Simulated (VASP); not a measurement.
Here is a VASP 6.6.1 calculation.

File INCAR:

```
SYSTEM = W16Se
ALGO = Normal
DIPOL = 0.5 0.5 0.327
EDIFF = 1E-7
EDIFFG = -0.025
ENCUT = 450
GGA = PE
GGA_COMPAT = .False.
IBRION = 2
IDIPOL = 3
ISIF = 2
ISMEAR = 0
KPAR = 4
LASPH = .True.
LCHARG = .False.
LDIPOL = .True.
LREAL = .False.
LWAVE = .False.
NELM = 120
NELMDL = -8
NELMIN = 4
NSW = 36
PREC = Accurate
SIGMA = 0.1
```

The input KPOINTS:

```
k-points
0
Gamma
  4 4 1
  0 0 0
```

Contents of POSCAR:

```
W16Se
1.0
    6.3673983408      0.0000000000      0.0000000000
    0.0000000000      6.3673983408      0.0000000000
    0.0000000000      0.0000000000     20.1425775155
W Se
16 1
Selective dynamics
Direct
    0.2500000000      0.2500000000      0.1985843171  F F F
    0.2500000000      0.7500000000      0.1985843171  F F F
    0.7500000000      0.2500000000      0.1985843171  F F F
    0.7500000000      0.7500000000      0.1985843171  F F F
    0.0000000000      0.0000000000      0.2776134078  F F F
    0.0000000000      0.5000000000      0.2776134078  F F F
    0.5000000000      0.0000000000      0.2776134078  F F F
    0.5000000000      0.5000000000      0.2776134078  F F F
    0.2500000000      0.2500000000      0.3599451785  F F F
    0.2500000000      0.7500000000      0.3599451785  F F F
    0.7500000000      0.2500000000      0.3599451785  F F F
    0.7500000000      0.7500000000      0.3599451785  F F F
    0.0000000000      0.0000000000      0.4290700884  F F F
    0.0000000000      0.5000000000      0.4290700884  F F F
    0.5000000000      0.0000000000      0.4290700884  F F F
    0.5000000000      0.5000000000      0.4290700884  F F F
    0.2500000000      0.2500000000      0.4934629371  F F T
```

Potentials or basis: VASP PAW PBE potentials, release 64 (W_sv, Se).

Launch:

```console
$ cat potpaw_PBE.64/W_sv/POTCAR potpaw_PBE.64/Se/POTCAR > POTCAR
$ mpirun -np 4 vasp_std > vasp.out
```

Problem. Predict the band gap on the k mesh.

Solution. Zero (bands 115 and 116 overlap by 0.37 eV).

Problem. Estimate the energy gained by relaxing.

Solution. 2.4 meV/atom.

Final structure:
```cif
data_structure
_symmetry_space_group_name_H-M 'P 1'
_symmetry_Int_Tables_number 1
_cell_length_a 6.3674
_cell_length_b 6.3674
_cell_length_c 20.1426
_cell_angle_alpha 90.000
_cell_angle_beta 90.000
_cell_angle_gamma 90.000
_cell_volume 816.66
loop_
_atom_site_label
_atom_site_type_symbol
_atom_site_fract_x
_atom_site_fract_y
_atom_site_fract_z
_atom_site_occupancy
W1 W 0.25000 0.25000 0.19858 1
W2 W 0.25000 0.75000 0.19858 1
W3 W 0.75000 0.25000 0.19858 1
W4 W 0.75000 0.75000 0.19858 1
W5 W 0.00000 0.00000 0.27761 1
W6 W 0.00000 0.50000 0.27761 1
W7 W 0.50000 0.00000 0.27761 1
W8 W 0.50000 0.50000 0.27761 1
W9 W 0.25000 0.25000 0.35995 1
W10 W 0.25000 0.75000 0.35995 1
W11 W 0.75000 0.25000 0.35995 1
W12 W 0.75000 0.75000 0.35995 1
W13 W 0.00000 0.00000 0.42907 1
W14 W 0.00000 0.50000 0.42907 1
W15 W 0.50000 0.00000 0.42907 1
W16 W 0.50000 0.50000 0.42907 1
Se1 Se 0.25000 0.25000 0.49838 1
```

Caveat: spin-orbit coupling is left out, which moves the levels of the heavy elements.
